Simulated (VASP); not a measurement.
A run of VASP 6.6.1 is set up as follows.

The input POSCAR:

```
TaN
1.0
    3.0500010905      0.0000000000      0.0000000000
   -1.5250005453      2.6413784260      0.0000000000
    0.0000000000      0.0000000000      4.9400000000
Ta N
2 2
Direct
    0.3333333333      0.6666666667      0.0000000000
    0.6666666667      0.3333333333      0.5000000000
    0.3333333333      0.6666666667      0.3850000000
    0.6666666667      0.3333333333      0.8850000000
```

INCAR.step1

```
PREC = Accurate ; ENCUT = 600
ISMEAR = 0 ; SIGMA = 0.1
LREAL = False ; LASPH = True
NELM = 60 ; GGA = PE
ALGO = Normal ; EDIFF = 1E-4
LWAVE = True ; LCHARG = False
```

The input INCAR.step2:

```
PREC = Accurate ; ENCUT = 600
EDIFF = 1E-7 ; ISMEAR = 0
SIGMA = 0.1 ; LREAL = False
LASPH = True ; NELM = 60
ALGO = Normal ; ISIF = 3
LWAVE = False ; LCHARG = False
METAGGA = R2SCAN ; LMIXTAU = True
IBRION = 2 ; NSW = 100
EDIFFG = -0.05 ; ISTART = 1
```

KPOINTS

```
regular mesh
0
Gamma
  6 6 4
```

Potentials or basis: VASP PAW PBE potentials, release 64 (Ta_pv, N).

Launch:

```console
$ cat potpaw_PBE.64/Ta_pv/POTCAR potpaw_PBE.64/N/POTCAR > POTCAR
$ cp INCAR.step1 INCAR
$ mpirun -np 1 vasp_std > vasp.out
$ cp INCAR.step2 INCAR
$ mpirun -np 1 vasp_std > vasp.out
```

Task: Estimate the relaxed cell.

Result: a = 3.139 Å, b = 3.139 Å, c = 6.082 Å, α = 90.00°, β = 90.00°, γ = 120.00°.

Task: What does it give for the band gap on the k mesh?

Result: 0.02 eV (least direct gap 0.74 eV).

Stress tensor (GPa, compression positive):
```
 0.25  0.00  0.00
 0.00  0.25  0.00
 0.00  0.00 -0.23
```

Caveat: the smearing spreads over this small gap; the PAW data sets were made with another functional, which shifts forces and pressure a little; spin-orbit coupling is left out, which moves the levels of the heavy elements. Zero-point motion and thermal expansion aren't in these numbers.
